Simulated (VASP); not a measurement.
Runs of VASP 6.6.1 on MgO. The structure is that of space group P6_3/mmc (No. 194), or close to it. The cells are those of the table. 

```csv
level,cell,smearing,gap on the mesh (eV),pressure (GPa)
PBE,"a = 2.970, b = 2.970, c = 5.092 Å, angles 90.0, 90.0, 120.0°, 4 atoms",fermi-dirac 0.02 eV,4.24,(a)
r2SCAN,"a = 2.970, b = 2.970, c = 5.092 Å, angles 90.0, 90.0, 120.0°, 4 atoms",gaussian 0.01 eV,5.09,(c)
r2SCAN,"a = 3.079, b = 2.963, c = 5.092 Å, angles 90.0, 90.0, 121.3°, 4 atoms",gaussian 0.01 eV,4.84,-8.0
PBE,"a = 3.079, b = 2.963, c = 5.092 Å, angles 90.0, 90.0, 121.3°, 4 atoms",fermi-dirac 0.02 eV,(b),-2.2
```

Alike in all rows: task single point; potentials or basis VASP PAW PBE potentials, release 64 (Mg, O); no spin polarisation; k mesh 12 × 12 × 6; cutoff (eV) 520.

Q: Estimate the missing entries.

A: (a) 0.2; (b) 4.00; (c) -5.7.

Caveats: the PAW data sets were made with another functional, which shifts forces and pressure a little (some runs).

A k mesh can miss the band edges.
